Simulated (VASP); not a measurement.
# CoO (R3m) in VASP: a series of runs, part 2 of 2

VASP 6.6.1. Earlier steps stand in the parts before.

### 3 Single point, PBE, collinear spin, ferromagnetic start

Contents of INCAR:

```
ALGO = Normal
EDIFF = 1E-6
ENCUT = 520
GGA = PE
ISIF = 2
ISMEAR = 0
ISPIN = 2
LASPH = T
LCHARG = F
LMAXMIX = 4
LORBIT = 11
LREAL = F
LWAVE = F
MAGMOM = 2 0
NBANDS = 18
NELM = 150
PREC = Accurate
SIGMA = 0.05
```

Contents of KPOINTS:

```
k-points
0
Gamma
  10 10 10
```

Contents of POSCAR:

```
CoO
1.0
    1.6022198417      0.9250420569      2.5664708903
   -1.6022198417      0.9250420569      2.5664708903
    0.0000000000     -1.8500841138      2.5664708903
Co O
1 1
Direct
    0.9989783200      0.9989783200      0.9989783200
    0.7510210300      0.7510210300      0.7510210300
```

Potentials or basis: VASP PAW PBE potentials, release 64 (Co, O).

Started as:

```sh
$ cat potpaw_PBE.64/Co/POTCAR potpaw_PBE.64/O/POTCAR > POTCAR
$ mpirun -np 1 vasp_std > vasp.out
```

OUTCAR:

```text
EDIFF = 1E-6
   ENCUT = 520
   GGA = PE
   ISIF = 2
   ISMEAR = 0
   ISPIN = 2
   LASPH = T
   LORBIT = 11
   LREAL = F
   NELM = 150
   PREC = Accurate

 ion  position               nearest neighbor table
   1  0.999  0.999  0.999-   2 1.91   2 1.96   2 1.96   2 1.96
   2  0.751  0.751  0.751-   1 1.91   1 1.96   1 1.96   1 1.96

  LATTYP: Found a trigonal (rhomboedric) cell.
 ALAT       =     3.1637926700
 COS(alpha) =     0.4870699110

  Lattice vectors:

 A1 = (   1.6022198417,   0.9250420569,   2.5664708903)
 A2 = (  -1.6022198417,   0.9250420569,   2.5664708903)
 A3 = (   0.0000000000,  -1.8500841138,   2.5664708903)

Analysis of symmetry for initial positions (statically):
=====================================================================
 Subroutine PRICEL returns:
 Original cell was already a primitive cell.

 Routine SETGRP: Setting up the symmetry group for a
 trigonal (rhombohedral) supercell.

 Subroutine GETGRP returns: Found  6 space group operations
 (whereof  6 operations were pure point group operations)
 out of a pool of 12 trial point group operations.

The static configuration has the point symmetry C_3v.

Analysis of symmetry for dynamics (positions and initial velocities):
=====================================================================
 Subroutine PRICEL returns:
 Original cell was already a primitive cell.

 Routine SETGRP: Setting up the symmetry group for a
 trigonal (rhombohedral) supercell.

 Subroutine GETGRP returns: Found  6 space group operations
 (whereof  6 operations were pure point group operations)
 out of a pool of 12 trial point group operations.

The dynamic configuration has the point symmetry C_3v.

Analysis of structural, dynamic, and magnetic symmetry:
[... 145 lines left out ...]
  volume of cell :       22.82
 maximum number of plane-waves:       628
   NGX = 11   NGY = 11   NGZ = 11

 number of electron      15.0000010 magnetization       2.7618843

 Free energy of the ion-electron system (eV)
  ---------------------------------------------------
  ext. energy  EPLUGINS =         0.00000000
  ---------------------------------------------------
  free energy    TOTEN  =       -13.36266938 eV

  energy without entropy =      -13.36033216  energy(sigma->0) =      -13.36150077

 E-fermi :   6.0195     XC(G=0): -11.2201

 val. band max:        6.0048683664   @ k =  -0.2000   0.2000   0.0000
 cond. band min:       6.0205426770   @ k =  -0.3000   0.4000   0.3000
 fundamental gap:      0.0156743106
 Fermi energy:         6.0194919954

 spin component 1

 k-point     1 :       0.0000    0.0000    0.0000
  band No.  band energies     occupation
      1     -13.9984      1.00000
      2      -0.1663      1.00000
      3      -0.1096      1.00000
      4      -0.1096      1.00000
      5       3.8271      1.00000
      6       3.8271      1.00000
[... 493 lines left out ...]
     17      32.7215      0.00000
     18      34.6458      0.00000

 [... further k-points ...]

 spin component 2

 k-point     1 :       0.0000    0.0000    0.0000
  band No.  band energies     occupation
      1     -13.4777      1.00000
      2       1.0254      1.00000
      3       1.1065      1.00000
      4       1.1065      1.00000
      5       5.4908      1.00000
      6       5.4908      1.00000
[... 493 lines left out ...]
     17      33.2105      0.00000
     18      35.1492      0.00000

 [... further k-points ...]

------------------------ aborting loop because EDIFF is reached ----------------------------------------

  FORCE on cell =-STRESS in cart. coord.  units (eV):
  Direction    XX          YY          ZZ          XY          YZ          ZX
  --------------------------------------------------------------------------------------
  -------------------------------------------------------------------------------------
  Total       -0.2647121     -0.2647121      0.5117010      0.0000000      0.0000000      0.0000000
  in kB      -18.5828904    -18.5828904     35.9215973      0.0000000      0.0000000      0.0000000
  external PRESSURE =      -0.4147278 kB  Pullay stress =       0.0000000 kB

 VOLUME and BASIS-vectors are now :
 -----------------------------------------------------------------------------
  energy-cutoff  :      520.00
  volume of cell :       22.82
      direct lattice vectors                 reciprocal lattice vectors
     1.602219842  0.925042057  2.566470890     0.312067038  0.180171988  0.129880037
    -1.602219842  0.925042057  2.566470890    -0.312067038  0.180171988  0.129880037
     0.000000000 -1.850084114  2.566470890     0.000000000 -0.360343977  0.129880037

 POSITION                                       TOTAL-FORCE (eV/Angst)
 -----------------------------------------------------------------------------------
      0.00000      0.00000      7.69155         0.000000      0.000000      0.271898
      0.00000      0.00000      5.78242         0.000000      0.000000     -0.271898
 -----------------------------------------------------------------------------------
    total drift:                               -0.000000      0.000000     -0.000180

  FREE ENERGIE OF THE ION-ELECTRON SYSTEM (eV)
  ---------------------------------------------------
  free  energy   TOTEN  =       -13.3626693776 eV

  energy  without entropy=      -13.3603321579  energy(sigma->0) =      -13.36150077

 total charge

# of ion       s       p       d       tot
------------------------------------------
    1        0.346   0.450   7.208   8.005
    2        1.552   3.439   0.000   4.992
--------------------------------------------------
tot          1.899   3.890   7.208  12.997

 magnetization (x)

# of ion       s       p       d       tot
------------------------------------------
    1        0.018   0.051   2.309   2.378
    2        0.021   0.274   0.000   0.295
--------------------------------------------------
tot          0.039   0.325   2.309   2.673
```

Run time: 3.6 min. Hardware: 1 thread of Intel Xeon 8259CL, shared host; peak memory 0.2 GiB.

What came out:

* Free energy: -13.3627 eV
* Pressure: 0.0 GPa
* Largest force: 0.272 eV/Å
* Net moment: 2.76 μB per cell
* Site moments: Co +2.38; O +0.29 μB
* Valence electrons inside the program's atomic spheres: Co 8.01; O 4.99

Forces on the atoms (eV/Å):
```
Co   0.000  0.000  0.272
O    0.000  0.000 -0.272
```

Caveat: the stress differs along the axes, from -2 to 4 GPa; a cell with one magnetic atom can't hold antiferromagnetic order, which such compounds often take; semilocal functionals often make such compounds metallic where correlation or magnetic order opens a gap, which also shifts bond lengths.
